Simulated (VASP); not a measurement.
# BAs (P6_3/mmc) in VASP: settings compared, part 3 of 3

VASP 6.6.1. The steps go on from the part before.

## Step 4: Single point, r2SCAN (strain -1.2%)

The input, POSCAR:

```
BAs
1.0
    3.3244573618      0.0000000000      0.0000000000
   -1.6622286809      2.8790645291      0.0000000000
    0.0000000000      0.0000000000      8.6370288605
B As
2 2
Direct
    0.3333333333      0.6666666667      0.2500000000
    0.6666666667      0.3333333333      0.7500000000
    0.6666666667      0.3333333333      0.2500000000
    0.3333333333      0.6666666667      0.7500000000
```

The input, INCAR.step1:

```
SYSTEM = BAs
ALGO = Normal
EDIFF = 1E-4
ENCUT = 520
GGA = PE
ISMEAR = 0
LASPH = .TRUE.
LCHARG = .FALSE.
LREAL = .FALSE.
LWAVE = .TRUE.
NBANDS = 16
NELM = 60
PREC = Accurate
SIGMA = 0.01
```

The input, INCAR.step2:

```
SYSTEM = BAs
ALGO = Normal
EDIFF = 1E-6
ENCUT = 520
ISIF = 2
ISMEAR = 0
ISTART = 1
LASPH = .TRUE.
LCHARG = .FALSE.
LMIXTAU = .TRUE.
LREAL = .FALSE.
LWAVE = .FALSE.
METAGGA = R2SCAN
NBANDS = 16
NELM = 60
PREC = Accurate
SIGMA = 0.01
```

The input, KPOINTS:

```
k-points
0
G
  12 12 4
  0 0 0
```

The run is started by

```bash
> cat potpaw_PBE.64/B/POTCAR potpaw_PBE.64/As/POTCAR > POTCAR
> cp INCAR.step1 INCAR
> mpirun -np 1 vasp_std > vasp.out
> cp INCAR.step2 INCAR
> mpirun -np 1 vasp_std > vasp.out
```

It took 3.1 min on 1 thread of Intel Xeon 6975P-C (Granite Rapids), shared host; peak memory 0.25 GiB.

Results (log left out):

```
Free energy            : -42.8549 eV
Pressure               : 3.8 GPa
Band gap on the k mesh : 0.92 eV, direct
```

Stress tensor (GPa, compression positive):
```
5.65 0.00 0.00
0.00 5.65 0.00
0.00 0.00 0.05
```

Levels at points of the mesh, in eV from the valence-band top:
```tsv
k point	band 5	band 6	band 7	band 8	band 9	band 10	band 11	band 12
(0.00, 0.00, 0.00)	-1.53	-1.53	-1.49	-1.49	3.53	4.80	5.09	5.28
(0.50, 0.00, 0.00)	-3.84	-3.79	-1.60	-0.60	1.09	2.32	2.95	3.15
(0.00, 0.00, 0.50)	-1.51	-1.51	-1.51	-1.51	4.82	4.82	5.33	5.33
(0.50, 0.00, 0.50)	-3.81	-3.81	-1.13	-1.13	1.61	1.61	3.05	3.05
```

Caveat: the cell differs from its parent crystal (strain -1.2%); the PAW data sets were made with another functional, which shifts forces and pressure a little. A k mesh can miss the band edges.

## Step 5: Single point, HSE06 (strain -1.2%)

POSCAR is that of step 4.

The input, INCAR.step1:

```
  ALGO = Normal
  EDIFF = 1E-5
  ENCUT = 520
  GGA = PE
  ISIF = 2
  ISMEAR = 0
  LASPH = T
  LREAL = F
  LWAVE = T
  NBANDS = 16
  NELM = 60
  PREC = Accurate
  SIGMA = 0.01
```

The input, INCAR.step2:

```
  ALGO = Normal
  EDIFF = 1E-7
  ENCUT = 520
  GGA = PE
  HFSCREEN = 0.2079
  ISIF = 2
  ISMEAR = 0
  ISTART = 1
  LASPH = T
  LCHARG = T
  LELF = T
  LHFCALC = T
  LREAL = F
  LVHAR = T
  LWAVE = F
  NBANDS = 16
  NELM = 60
  PREC = Accurate
  PRECFOCK = Normal
  SIGMA = 0.01
```

The input, KPOINTS:

```
k-points
0
Gamma
  6 6 2
```

The run is started by

```bash
> cat potpaw_PBE.64/B/POTCAR potpaw_PBE.64/As/POTCAR > POTCAR
> cp INCAR.step1 INCAR
> mpirun -np 1 vasp_std > vasp.out
> cp INCAR.step2 INCAR
> mpirun -np 1 vasp_std > vasp.out
```

It took 12 min on 1 thread of Intel Xeon 6975P-C (Granite Rapids), shared host; peak memory 0.33 GiB.

Results (log left out):

```
Free energy            : -24.6972 eV
Pressure               : 3.4 GPa
Band gap on the k mesh : 1.09 eV, direct
```

Stress tensor (GPa, compression positive):
```
4.93 0.00 0.00
0.00 4.93 0.00
0.00 0.00 0.44
```

Levels at points of the mesh, in eV from the valence-band top:
```tsv
k point	band 4	band 5	band 6	band 7	band 8	band 9	band 10	band 11	band 12	band 13
(0.00, 0.00, 0.00)	-4.01	-1.88	-1.88	-1.84	-1.84	3.74	5.28	5.55	5.74	5.74
(0.50, 0.00, 0.00)	-9.46	-4.24	-4.19	-1.75	-0.69	1.31	2.60	3.28	3.50	7.71
(0.00, 0.00, 0.50)	-4.76	-1.86	-1.86	-1.86	-1.86	5.29	5.29	5.79	5.79	5.79
(0.50, 0.00, 0.50)	-9.49	-4.21	-4.21	-1.26	-1.26	1.85	1.85	3.39	3.39	8.89
```

Caveat: the cell differs from its parent crystal (strain -1.2%); the PAW data sets were made with another functional, which shifts forces and pressure a little; this functional lacks dispersion, which binds the layers, so the pressure and a relaxed spacing across them are unreliable. A k mesh can miss the band edges.

## Step 6: Single point, HSE06 (uniaxial z strain +1.6%)

The input, POSCAR:

```
BAs
1.0
    3.3658574079      0.0000000000      0.0000000000
   -1.6829287039      2.9149180208      0.0000000000
    0.0000000000      0.0000000000      8.8836262219
B As
2 2
Direct
    0.3333333333      0.6666666667      0.2500000000
    0.6666666667      0.3333333333      0.7500000000
    0.6666666667      0.3333333333      0.2500000000
    0.3333333333      0.6666666667      0.7500000000
```

The input, INCAR.step1:

```
SYSTEM = BAs
PREC = Accurate
ENCUT = 520
EDIFF = 1E-5
ISMEAR = 0
SIGMA = 0.01
LREAL = .FALSE.
LASPH = .TRUE.
NELM = 100
ALGO = Normal
ISIF = 2
LWAVE = .TRUE.
LCHARG = .FALSE.
GGA = PE
NBANDS = 16
```

The input, INCAR.step2:

```
SYSTEM = BAs
PREC = Accurate
ENCUT = 520
EDIFF = 1E-6
ISMEAR = 0
SIGMA = 0.01
LREAL = .FALSE.
LASPH = .TRUE.
NELM = 100
ALGO = Normal
ISIF = 2
LWAVE = .FALSE.
LCHARG = .FALSE.
GGA = PE
LHFCALC = .TRUE.
HFSCREEN = 0.2079
PRECFOCK = Normal
ISTART = 1
NBANDS = 16
```

The input, KPOINTS:

```
regular mesh
0
G
  6 6 2
  0 0 0
```

Potentials or basis: VASP PAW PBE potentials, release 64 (B, As).

The run is started by

```bash
> cat potpaw_PBE.64/B/POTCAR potpaw_PBE.64/As/POTCAR > POTCAR
> cp INCAR.step1 INCAR
> mpirun -np 1 vasp_std > vasp.out
> cp INCAR.step2 INCAR
> mpirun -np 1 vasp_std > vasp.out
```

OUTCAR:

```text
SYSTEM = BAs
   PREC = Accurate
   ENCUT = 520
   EDIFF = 1E-6
   ISMEAR = 0
   LREAL = .FALSE.
   LASPH = .TRUE.
   NELM = 100
   ISIF = 2
   GGA = PE
   LHFCALC = .TRUE.
   HFSCREEN = 0.2079
   PRECFOCK = Normal
   ISTART = 1

 ion  position               nearest neighbor table
   1  0.333  0.667  0.250-   3 1.94   3 1.94   3 1.94
   2  0.667  0.333  0.750-   4 1.94   4 1.94   4 1.94
   3  0.667  0.333  0.250-   1 1.94   1 1.94   1 1.94
   4  0.333  0.667  0.750-   2 1.94   2 1.94   2 1.94

[... 462 lines left out ...]

  FORCE on cell =-STRESS in cart. coord.  units (eV):
  Direction    XX          YY          ZZ          XY          YZ          ZX
  --------------------------------------------------------------------------------------
  -------------------------------------------------------------------------------------
  Total       -0.1830759     -0.1830759      0.1169794     -0.0000000      0.0000000     -0.0000000
  in kB       -3.3653429     -3.3653429      2.1503421     -0.0000000      0.0000000     -0.0000000
  external PRESSURE =      -1.5267813 kB  Pullay stress =       0.0000000 kB

 VOLUME and BASIS-vectors are now :
 -----------------------------------------------------------------------------
  energy-cutoff  :      520.00
  volume of cell :       87.16
      direct lattice vectors                 reciprocal lattice vectors
     3.365857408  0.000000000  0.000000000     0.297101118  0.171531411  0.000000000
    -1.682928704  2.914918021  0.000000000     0.000000000  0.343062821  0.000000000
     0.000000000  0.000000000  8.883626222     0.000000000  0.000000000  0.112566645

 POSITION                                       TOTAL-FORCE (eV/Angst)
 -----------------------------------------------------------------------------------
     -0.00000      1.94328      2.22091         0.000000     -0.000000     -0.000000
      1.68293      0.97164      6.66272        -0.000000     -0.000000      0.000000
      1.68293      0.97164      2.22091         0.000000     -0.000000      0.000000
     -0.00000      1.94328      6.66272        -0.000000      0.000000     -0.000000
 -----------------------------------------------------------------------------------
    total drift:                                0.000000      0.000000     -0.000000

  FREE ENERGIE OF THE ION-ELECTRON SYSTEM (eV)
  ---------------------------------------------------
  free  energy   TOTEN  =       -24.7316824617 eV

  energy  without entropy=      -24.7316824617  energy(sigma->0) =      -24.73168246
```

OSZICAR.step1:

```text
N       E                     dE             d eps       ncg     rms          rms(c)
DAV:   1     0.551668028165E+02    0.55167E+02   -0.63257E+03   448   0.825E+02
DAV:   2    -0.187366753556E+02   -0.73903E+02   -0.68418E+02   608   0.147E+02
DAV:   3    -0.226134549463E+02   -0.38768E+01   -0.38588E+01   592   0.361E+01
DAV:   4    -0.226523865420E+02   -0.38932E-01   -0.38896E-01   568   0.404E+00
DAV:   5    -0.226530134857E+02   -0.62694E-03   -0.62692E-03   584   0.493E-01    0.718E+00
DAV:   6    -0.213994315975E+02    0.12536E+01   -0.18736E+00   528   0.786E+00    0.353E+00
DAV:   7    -0.212841991516E+02    0.11523E+00   -0.31162E-01   592   0.289E+00    0.170E+00
DAV:   8    -0.212469351529E+02    0.37264E-01   -0.99279E-02   560   0.152E+00    0.301E-01
DAV:   9    -0.212485178979E+02   -0.15827E-02   -0.31858E-03   560   0.313E-01    0.171E-01
DAV:  10    -0.212498640298E+02   -0.13461E-02   -0.16855E-03   504   0.212E-01    0.597E-02
DAV:  11    -0.212499238989E+02   -0.59869E-04   -0.80104E-05   616   0.539E-02    0.387E-02
DAV:  12    -0.212499599973E+02   -0.36098E-04   -0.90454E-05   512   0.500E-02    0.936E-03
DAV:  13    -0.212499596742E+02    0.32312E-06   -0.53339E-06   488   0.155E-02
   1 F= -.21249960E+02 E0= -.21249960E+02  d E =-.220883E-19
```

Wall time 12 min (1 thread of Intel Xeon 6975P-C (Granite Rapids), shared host); peak memory 0.34 GiB.

Results:

```
Free energy            : -24.7317 eV
Pressure               : -0.2 GPa
Band gap on the k mesh : 1.14 eV, direct
```

Caveat: the cell differs from its parent crystal (uniaxial z strain +1.6%); the PAW data sets were made with another functional, which shifts forces and pressure a little; this functional lacks dispersion, which binds the layers, so the pressure and a relaxed spacing across them are unreliable.

## Step 7: Overview

```tsv
level	cell	k mesh	smearing	grid for exact exchange (PRECFOCK)	screening parameter	gap on the mesh (eV)	pressure (GPa)
PBE	a = 3.324, b = 3.324, c = 8.637 Å, angles 90.0, 90.0, 120.0°, 4 atoms	12 × 12 × 4	fermi-dirac 0.02 eV	-	-	0.69	5.6
PBE	a = 3.366, b = 3.366, c = 8.884 Å, angles 90.0, 90.0, 120.0°, 4 atoms	12 × 12 × 4	fermi-dirac 0.02 eV	-	-	0.72	2.0
r2SCAN	a = 3.324, b = 3.324, c = 8.637 Å, angles 90.0, 90.0, 120.0°, 4 atoms	12 × 12 × 4	gaussian 0.01 eV	-	-	0.92	3.8
HSE06	a = 3.324, b = 3.324, c = 8.637 Å, angles 90.0, 90.0, 120.0°, 4 atoms	6 × 6 × 2	gaussian 0.01 eV	Normal	0.2079 1/Å	1.09	3.4
HSE06	a = 3.366, b = 3.366, c = 8.884 Å, angles 90.0, 90.0, 120.0°, 4 atoms	6 × 6 × 2	gaussian 0.01 eV	Normal	0.2079 1/Å	1.14	-0.2
```

Alike in all rows: task single point; potentials or basis VASP PAW PBE potentials, release 64 (B, As); no spin polarisation; cutoff (eV) 520.

Caveats: this functional lacks dispersion, which binds the layers, so the pressure and a relaxed spacing across them are unreliable (some runs); the PAW data sets were made with another functional, which shifts forces and pressure a little (some runs).

Total energies depend on the potentials used, so only differences within one code and one set of settings carry meaning.
